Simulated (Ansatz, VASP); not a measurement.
## GaN in VASP and in Ansatz

Contents of INCAR:

```
SYSTEM = GaN
PREC = Accurate
ENCUT = 520
EDIFF = 1E-7
ISMEAR = -1
SIGMA = 0.02
LREAL = .FALSE.
LASPH = .TRUE.
NELM = 100
ALGO = Normal
ISIF = 2
LWAVE = .FALSE.
LCHARG = .FALSE.
GGA = PE
NBANDS = 16
```

File KPOINTS:

```
regular mesh
0
G
  10 10 10
  0 0 0
```

File POSCAR:

```
GaN
1.0
    0.0000000000      2.2714420665      2.2244082653
    2.2714420665      0.0000000000      2.2244082653
    2.2714420665      2.2714420665      0.0000000000
Ga N
1 1
Direct
    0.0000000000      0.0000000000      0.0000000000
    0.2500000000      0.2500000000      0.2500000000
```

Input for Ansatz:

```yaml
crystal:
  lattice:
    - [0.0, 2.2714420665, 2.2244082653]
    - [2.2714420665, 0.0, 2.2244082653]
    - [2.2714420665, 2.2714420665, 0.0]
  atoms:
    - { symbol: Ga, position: [0.0, 0.0, 0.0] }
    - { symbol: "N", position: [0.25, 0.25, 0.25] }
kpoints:
  mp_grid: { grid: [10, 10, 10] }
  band_path:
    path:
      - [0.0, 0.0, 0.0]
      - [-0.5, -0.5, 0.0]
      - [-0.375, -0.375, 0.25]
      - [-0.375, 0.0, 0.375]
      - [0.0, 0.0, 0.5]
      - [-0.5, -0.25, 0.25]
    npoints: 1
hamiltonian:
  xc: pbe
scf:
  occupations: { method: fermi_dirac, width: 0.02 }
  n_extra_bands: 4
output:
  forces: true
  stress: true
  eigenvalues: true
```

Change from the starting cell: epitaxial_xy strain +1.0%.

Alike in both runs: task single point; functional PBE; k mesh 10 × 10 × 10; occupations fermi-dirac, width 0.02 eV; no spin polarisation.

```csv
,VASP,Ansatz
version,VASP 6.6.1,Ansatz 0.2.0
potentials or method,"VASP PAW PBE potentials, release 64 (Ga_d, N)","plane waves, PAW"
plane-wave cutoff (eV),520,420
valence electrons in the cell,18,18
```

|  | VASP | Ansatz | Ansatz less VASP |
| --- | --- | --- | --- |
| gap on the k mesh at the Fermi level (eV) | 1.64 | 1.64 | -0.007 |
| pressure (GPa) | 4.5 | 4.4 | -0.04 |
| traceless stress, the component that is largest in VASP (GPa) | 1.60 | 1.60 | -0.006 |

The functional is the same, so the differences come from potentials, cutoffs and numerics.
